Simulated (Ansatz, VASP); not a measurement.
## Ti: VASP beside Ansatz

Contents of INCAR:

```
SYSTEM = Ti
PREC = Accurate
ENCUT = 500
EDIFF = 1E-6
ISMEAR = -1
SIGMA = 0.05
LREAL = .False.
LASPH = .True.
NELM = 120
ALGO = Normal
ISIF = 2
LWAVE = .False.
LCHARG = .False.
GGA = CA
NBANDS = 12
GGA_COMPAT = .False.
```

File KPOINTS:

```
regular mesh
0
Gamma
  15 15 15
  0 0 0
```

The input POSCAR:

```
Ti
1.0
    0.0000000000      2.0300000000      2.0097000000
    2.0300000000      0.0000000000      2.0097000000
    2.0300000000      2.0300000000      0.0000000000
Ti
1
Direct
    0.0000000000      0.0000000000      0.0000000000
```

Input for Ansatz:

```yaml
crystal:
  lattice:
    - [0.0, 2.03, 2.0097]
    - [2.03, 0.0, 2.0097]
    - [2.03, 2.03, 0.0]
  atoms:
    - { symbol: Ti, position: [0.0, 0.0, 0.0] }
kpoints:
  mp_grid: { grid: [15, 15, 15] }
  band_path:
    path:
      - [0.0, 0.0, 0.0]
      - [0.0, 0.5, 0.5]
      - [0.25, 0.75, 0.5]
      - [0.0, 0.5, 0.0]
      - [0.0, 0.0, 0.0]
      - [0.5, 0.5, 0.0]
      - [0.3775380063, 0.6224619937, 0.0]
      - [-0.3775380063, 0.3775380063, 0.0]
      - [0.0, 0.0, 0.0]
    npoints: 5
scf:
  occupations: { method: fermi_dirac, width: 0.05 }
hamiltonian:
  xc: lda
  pseudopotentials: { kind: all_electron, lapw: { basis_error: 0.00025 } }
output:
  forces: true
  stress: true
  eigenvalues: true
```

Change from the starting cell: zz strain of -1 %.

Alike in both runs: task single point; functional LDA; k mesh 15 × 15 × 15; occupations fermi-dirac, width 0.05 eV; no spin polarisation.

```csv
,VASP,Ansatz
version,VASP 6.6.1,Ansatz 0.2.0
potentials or method,"VASP PAW LDA potentials, release 64 (Ti_sv), cutoff 500 eV","all-electron LAPW, scalar-relativistic"
```

Ansatz gave:

- pressure (GPa): -3.7
- traceless stress, the component that is largest in VASP (GPa): 0.27

**Question.** What did VASP give for the same quantities?

**Answer.** Pressure (GPa): -3.9; traceless stress, the component that is largest in VASP (GPa): 0.26.

LDA's correlation is that of Perdew and Zunger in VASP and of Perdew and Wang (1992) in Ansatz. Ansatz ran all-electron here, and VASP with PAW potentials.
